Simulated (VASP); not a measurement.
# Mo (Im-3m) in VASP: further runs, part 2 of 2

VASP 6.6.1. Earlier steps stand in the parts before.

### Step 3. Single point, PBE

This run uses another cell than the first one, of 15.78 Å³/atom, 1.030 times its volume.

INCAR

```
SYSTEM = Mo
PREC = Accurate ; ENCUT = 520
EDIFF = 1E-6 ; ISMEAR = -1
SIGMA = 0.05 ; LREAL = .False.
LASPH = .True. ; NELM = 60
ALGO = Normal ; ISIF = 2
LWAVE = .False. ; LCHARG = .False.
GGA = PE ; NBANDS = 13
```

KPOINTS

```
regular mesh
0
Gamma
  12 12 12
  0 0 0
```

POSCAR

```
Mo
1.0
   -1.5800909181      1.5800909181      1.5800909181
    1.5800909181     -1.5800909181      1.5800909181
    1.5800909181      1.5800909181     -1.5800909181
Mo
1
Direct
    0.0000000000      0.0000000000      0.0000000000
```

Potentials or basis: VASP PAW PBE potentials, release 64 (Mo_sv).

The run is started by

```console
> cat potpaw_PBE.64/Mo_sv/POTCAR > POTCAR
> mpirun -np 1 vasp_std > vasp.out
```

Wall time 14 s (1 thread of AMD EPYC 7R43 (Zen 3), shared host); peak memory 0.09 GiB.

It converged, with:

| Property | Result |
| --- | --- |
| Free energy | -10.9515 eV |
| Pressure | 0.5 GPa |
| Band gap on the k mesh | zero (band 7 reaches 16.37 eV, above the bottom of band 8 at 11.10 eV) |

Levels at points of the mesh, in eV from the Fermi level:
```csv
k point,band 5,band 6,band 7,band 8,band 9,band 10
"(0.00, 0.00, 0.00)",-7.16,-1.30,-1.30,-1.30,1.69,1.69
"(0.50, 0.00, 0.00)",-5.22,-3.31,1.64,1.71,2.34,4.72
"(0.50, 0.50, 0.50)",-5.32,-5.32,3.97,3.97,3.97,9.04
```

### Step 4. Single point, RPBE

This run uses another cell than the first one, of 15.99 Å³/atom, 1.044 times its volume.

INCAR

```
SYSTEM = Mo
  ALGO = Normal
  EDIFF = 1E-7
  ENCUT = 520
  GGA = RP
  ISIF = 2
  ISMEAR = -1
  LASPH = .TRUE.
  LCHARG = .FALSE.
  LREAL = .FALSE.
  LWAVE = .FALSE.
  NBANDS = 13
  NELM = 60
  PREC = Accurate
  SIGMA = 0.05
```

KPOINTS

```
k-points
0
G
  12 12 12
  0 0 0
```

POSCAR

```
Mo
1.0
   -1.5870543083      1.5870543083      1.5870543083
    1.5870543083     -1.5870543083      1.5870543083
    1.5870543083      1.5870543083     -1.5870543083
Mo
1
Direct
    0.0000000000      0.0000000000      0.0000000000
```

Potentials or basis: VASP PAW PBE potentials, release 64 (Mo_sv).

The run is started by

```console
> cat potpaw_PBE.64/Mo_sv/POTCAR > POTCAR
> mpirun -np 1 vasp_std > vasp.out
```

OUTCAR:

```text
SYSTEM = Mo
   EDIFF = 1E-7
   ENCUT = 520
   GGA = RP
   ISIF = 2
   ISMEAR = -1
   LASPH = .TRUE.
   LREAL = .FALSE.
   NELM = 60
   PREC = Accurate

 ion  position               nearest neighbor table
   1  0.000  0.000  0.000-

  LATTYP: Found a body centered cubic cell.
 ALAT       =     3.1741086166

  Lattice vectors:

 A1 = (  -1.5870543083,   1.5870543083,   1.5870543083)
 A2 = (   1.5870543083,  -1.5870543083,   1.5870543083)
 A3 = (   1.5870543083,   1.5870543083,  -1.5870543083)

Analysis of symmetry for initial positions (statically):
=====================================================================
 Subroutine PRICEL returns:
 Original cell was already a primitive cell.

 Routine SETGRP: Setting up the symmetry group for a
 body centered cubic supercell.

 Subroutine GETGRP returns: Found 48 space group operations
 (whereof 48 operations were pure point group operations)
 out of a pool of 48 trial point group operations.

The static configuration has the point symmetry O_h .

Analysis of symmetry for dynamics (positions and initial velocities):
=====================================================================
[... 160 lines left out ...]
 Fermi energy:        12.2629606479

 k-point     1 :       0.0000    0.0000    0.0000
  band No.  band energies     occupation
      1     -48.9886      2.00000
      2     -22.3059      2.00000
      3     -22.3059      2.00000
      4     -22.3059      2.00000
      5       5.1619      2.00000
      6      10.9846      2.00000
      7      10.9846      2.00000
      8      10.9846      2.00000
      9      13.9334      0.00000
     10      13.9334      0.00000
     11      27.0929      0.00000
     12      27.0929      0.00000
     13      27.0929      0.00000
[... 354 lines left out ...]
  band No.  band energies     occupation
      1     -48.7427      2.00000
      2     -23.5209      2.00000
      3     -22.7832      2.00000
      4     -22.4026      2.00000
      5       7.6817      2.00000
      6       9.0003      2.00000
      7      12.5774      0.00371
      8      14.1063      0.00000
      9      14.5879      0.00000
     10      18.4729      0.00000
     11      23.0805      0.00000
     12      24.7229      0.00000
     13      28.0540      0.00000

 [... further k-points ...]
[... 5 lines left out ...]
  --------------------------------------------------------------------------------------
  -------------------------------------------------------------------------------------
  Total        0.0496588      0.0496588      0.0496588      0.0000000     -0.0000000      0.0000000
  in kB        4.9759019      4.9759019      4.9759019      0.0000000     -0.0000000      0.0000000
  external PRESSURE =       4.9759019 kB  Pullay stress =       0.0000000 kB

 VOLUME and BASIS-vectors are now :
 -----------------------------------------------------------------------------
  energy-cutoff  :      520.00
  volume of cell :       15.99
      direct lattice vectors                 reciprocal lattice vectors
    -1.587054308  1.587054308  1.587054308     0.000000000  0.315049080  0.315049080
     1.587054308 -1.587054308  1.587054308     0.315049080  0.000000000  0.315049080
     1.587054308  1.587054308 -1.587054308     0.315049080  0.315049080  0.000000000

 POSITION                                       TOTAL-FORCE (eV/Angst)
 -----------------------------------------------------------------------------------
      0.00000      0.00000      0.00000        -0.000000      0.000000     -0.000000
 -----------------------------------------------------------------------------------
    total drift:                                0.000000     -0.000000      0.000000

  FREE ENERGIE OF THE ION-ELECTRON SYSTEM (eV)
  ---------------------------------------------------
  free  energy   TOTEN  =       -10.3770003466 eV

  energy  without entropy=      -10.3743831388  energy(sigma->0) =      -10.37569174
```

OSZICAR:

```text
N       E                     dE             d eps       ncg     rms          rms(c)
DAV:   1     0.905481692619E+02    0.90548E+02   -0.80428E+03  1880   0.110E+03
DAV:   2    -0.985673171532E+01   -0.10040E+03   -0.96924E+02  2167   0.311E+02
DAV:   3    -0.109960515276E+02   -0.11393E+01   -0.11365E+01  2057   0.329E+01
DAV:   4    -0.109986862351E+02   -0.26347E-02   -0.26347E-02  2102   0.193E+00
DAV:   5    -0.109987042109E+02   -0.17976E-04   -0.17977E-04  2142   0.140E-01    0.135E+01
DAV:   6    -0.104528279615E+02    0.54588E+00   -0.70835E-01  1912   0.103E+01    0.363E+00
DAV:   7    -0.103792876976E+02    0.73540E-01   -0.14706E-01  2057   0.451E+00    0.988E-01
DAV:   8    -0.103768640023E+02    0.24237E-02   -0.44310E-03  1952   0.847E-01    0.199E-01
DAV:   9    -0.103769862800E+02   -0.12228E-03   -0.11089E-04  2152   0.132E-01    0.813E-02
DAV:  10    -0.103770003119E+02   -0.14032E-04   -0.18524E-05  1932   0.508E-02    0.815E-03
DAV:  11    -0.103770005931E+02   -0.28117E-06   -0.14106E-07  1764   0.406E-03    0.221E-03
DAV:  12    -0.103770003308E+02    0.26221E-06   -0.15273E-08  1021   0.158E-03    0.975E-05
DAV:  13    -0.103770003466E+02   -0.15768E-07   -0.12335E-09   986   0.433E-04
   1 F= -.10377000E+02 E0= -.10375692E+02  d E =-.261721E-02
```

It took 16 s on 1 thread of AMD EPYC 7R43 (Zen 3), shared host; peak memory 0.1 GiB.

Results:

- Free energy: -10.3770 eV
- Pressure: 0.5 GPa
- Band gap on the k mesh: zero (band 7 reaches 16.15 eV, above the bottom of band 8 at 10.98 eV)

Caveat: the PAW data sets were made with another functional, which shifts forces and pressure a little.

### Step 5. Single point, revPBE

This run uses another cell than the first one, of 15.93 Å³/atom, 1.040 times its volume.

INCAR

```
SYSTEM = Mo
ALGO = Normal ; EDIFF = 1E-7
ENCUT = 520 ; GGA = RE
ISIF = 2 ; ISMEAR = -1
LASPH = .TRUE. ; LCHARG = .TRUE.
LELF = .TRUE. ; LREAL = .FALSE.
LVHAR = .TRUE. ; LWAVE = .FALSE.
NBANDS = 13 ; NELM = 60
PREC = Accurate ; SIGMA = 0.05
```

KPOINTS is that of step 4.

POSCAR

```
Mo
1.0
   -1.5849911803      1.5849911803      1.5849911803
    1.5849911803     -1.5849911803      1.5849911803
    1.5849911803      1.5849911803     -1.5849911803
Mo
1
Direct
    0.0000000000      0.0000000000      0.0000000000
```

The run is started by

```console
> cat potpaw_PBE.64/Mo_sv/POTCAR > POTCAR
> mpirun -np 1 vasp_std > vasp.out
```

It took 16 s on 1 thread of AMD EPYC 7R43 (Zen 3), shared host; peak memory 0.1 GiB.

It converged, with:

| Property | Result |
| --- | --- |
| Free energy | -10.4991 eV |
| Pressure | 0.5 GPa |
| Band gap on the k mesh | zero (band 7 reaches 16.21 eV, above the bottom of band 8 at 11.02 eV) |

Levels at points of the mesh, in eV from the Fermi level:
| k point | band 3 | band 4 | band 5 | band 6 | band 7 | band 8 | band 9 | band 10 | band 11 | band 12 |
| --- | --- | --- | --- | --- | --- | --- | --- | --- | --- | --- |
| (0.00, 0.00, 0.00) | -34.55 | -34.55 | -7.12 | -1.28 | -1.28 | -1.28 | 1.68 | 1.68 | 14.84 | 14.84 |
| (0.50, 0.00, 0.00) | -34.98 | -34.56 | -5.16 | -3.27 | 1.60 | 1.69 | 2.31 | 4.65 | 11.41 | 11.96 |
| (0.50, 0.50, 0.50) | -35.47 | -35.47 | -5.25 | -5.25 | 3.91 | 3.91 | 3.91 | 8.97 | 8.97 | 8.97 |

Caveat: the PAW data sets were made with another functional, which shifts forces and pressure a little.

### Step 6. Single point, BLYP

This run uses another cell than the first one, of 16.40 Å³/atom, 1.071 times its volume.

INCAR

```
AGGAC = 1.0 ; AGGAX = 1.0
ALDAC = 0.0 ; ALDAX = 1.0
ALGO = Normal ; EDIFF = 1E-6
ENCUT = 520 ; GGA = B5
ISIF = 2 ; ISMEAR = -1
LASPH = True ; LCHARG = False
LREAL = False ; LWAVE = False
NBANDS = 13 ; NELM = 60
PREC = Accurate ; SIGMA = 0.05
```

KPOINTS

```
k-points
0
Gamma
  12 12 12
```

POSCAR

```
Mo
1.0
   -1.6006695392      1.6006695392      1.6006695392
    1.6006695392     -1.6006695392      1.6006695392
    1.6006695392      1.6006695392     -1.6006695392
Mo
1
Direct
    0.0000000000      0.0000000000      0.0000000000
```

Potentials or basis: VASP PAW PBE potentials, release 64 (Mo_sv).

The run is started by

```console
> cat potpaw_PBE.64/Mo_sv/POTCAR > POTCAR
> mpirun -np 1 vasp_std > vasp.out
```

It took 28 s on 1 thread of AMD EPYC 7R43 (Zen 3), shared host; peak memory 0.11 GiB.

The run converged. Its results:

- Free energy: -9.5108 eV
- Pressure: 0.9 GPa
- Band gap on the k mesh: zero (band 7 reaches 16.00 eV, above the bottom of band 8 at 11.03 eV)

Levels at points of the mesh, in eV from the Fermi level:
```
           k point  band 4  band 5  band 6  band 7  band 8  band 9  band 10  band 11
(0.00, 0.00, 0.00)  -34.56   -6.84   -1.30   -1.30   -1.30    1.58     1.58    14.97
(0.50, 0.00, 0.00)  -34.57   -4.94   -3.17    1.56    1.75    2.14     4.36    10.97
(0.50, 0.50, 0.50)  -35.40   -4.98   -4.98    3.67    3.67    3.67     8.90     8.90
```

Caveat: the PAW data sets were made with another functional, which shifts forces and pressure a little.

### Step 7. The runs side by side

| level | cell | gap on the mesh (eV) | pressure (GPa) |
| --- | --- | --- | --- |
| PBEsol | a = 2.710 Å, angles 109.5°, 1 atom | none | 0.6 |
| PBE | a = 2.737 Å, angles 109.5°, 1 atom | none | 0.5 |
| RPBE | a = 2.749 Å, angles 109.5°, 1 atom | none | 0.5 |
| revPBE | a = 2.745 Å, angles 109.5°, 1 atom | none | 0.5 |
| BLYP | a = 2.772 Å, angles 109.5°, 1 atom | none | 0.9 |

Alike in all rows: task single point; potentials or basis VASP PAW PBE potentials, release 64 (Mo_sv); no spin polarisation; k mesh 12 × 12 × 12; cutoff (eV) 520; smearing fermi-dirac 0.05 eV.

Caveats: the PAW data sets were made with another functional, which shifts forces and pressure a little (some runs).

Absolute energies hang on the potentials; compare differences alone.
